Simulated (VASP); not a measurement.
**CdI2: single point with PBE**

CdI2:

```xyz
15
Lattice="4.2488 0.0000 0.0000 -2.1244 3.6795 0.0000 0.0000 0.0000 34.4313" Properties=species:S:1:pos:R:3 pbc="T T T"
Cd    2.1244    1.2265   27.5441
Cd    0.0000    0.0000   13.7720
Cd    0.0000    2.4530    6.8871
Cd    0.0000    0.0000   20.6593
Cd    0.0000    0.0000    0.0000
I     2.1244    1.2265   32.7127
I     0.0000    2.4530    1.7185
I     2.1244    1.2265    5.1685
I     0.0000    2.4530   15.4901
I     0.0000    2.4530   29.2627
I     2.1244    1.2265   12.0534
I     0.0000    0.0000   25.8259
I     0.0000    2.4530   22.3779
I     2.1244    1.2265   18.9411
I     0.0000    0.0000    8.6054
```

* Program: VASP 6.6.1
* Task: single point
* Functional: PBE
* Potentials or basis: VASP PAW PBE potentials, release 64 (Cd, I)
* Cutoff: 500 eV
* k mesh: 12 × 12 × 2
* Occupations: fermi-dirac, width 0.02 eV
* Spin: no spin polarisation
* Dipole correction: no
* Further INCAR settings: ALGO = Normal; EDIFF = 1e-06; NBANDS = 78

- Pressure: 1.7 GPa
- Largest force: 0.091 eV/Å
- Band gap on the k mesh: 2.27 eV (least direct gap 2.43 eV)

Forces in eV/Å, atoms in the order of the input:
```
Cd   0.000  0.000  0.000
Cd   0.000  0.000  0.000
Cd   0.000  0.000  0.000
Cd   0.000  0.000  0.000
Cd   0.000  0.000  0.000
I    0.000  0.000 -0.090
I    0.000  0.000  0.090
I    0.000  0.000 -0.091
I    0.000  0.000  0.091
I    0.000  0.000  0.091
I    0.000  0.000 -0.091
I    0.000  0.000 -0.089
I    0.000  0.000  0.091
I    0.000  0.000 -0.091
I    0.000  0.000  0.089
```

Levels at points of the mesh, in eV from the valence-band top:
```
           k point  band 63  band 64  band 65  band 66  band 67  band 68
(0.00, 0.00, 0.00)    -0.03    -0.02    -0.02     2.45     2.88     2.88
(0.50, 0.00, 0.00)    -0.24    -0.24    -0.14     2.29     2.31     2.47
(0.00, 0.00, 0.50)    -0.05    -0.02    -0.02     2.58     2.58     3.22
(0.50, 0.00, 0.50)    -0.33    -0.17    -0.16     2.27     2.34     2.42
```

Wall time 7.5 min on 4 MPI ranks on AMD EPYC 9R45 96-Core Processor (Zen 5), on a shared host, peak memory 1.3 GiB a rank.

Caveat: spin-orbit coupling is left out, which moves the levels of the heavy elements; this functional lacks dispersion, which binds the layers, so the pressure and a relaxed spacing across them are unreliable. A k mesh can miss the band edges.
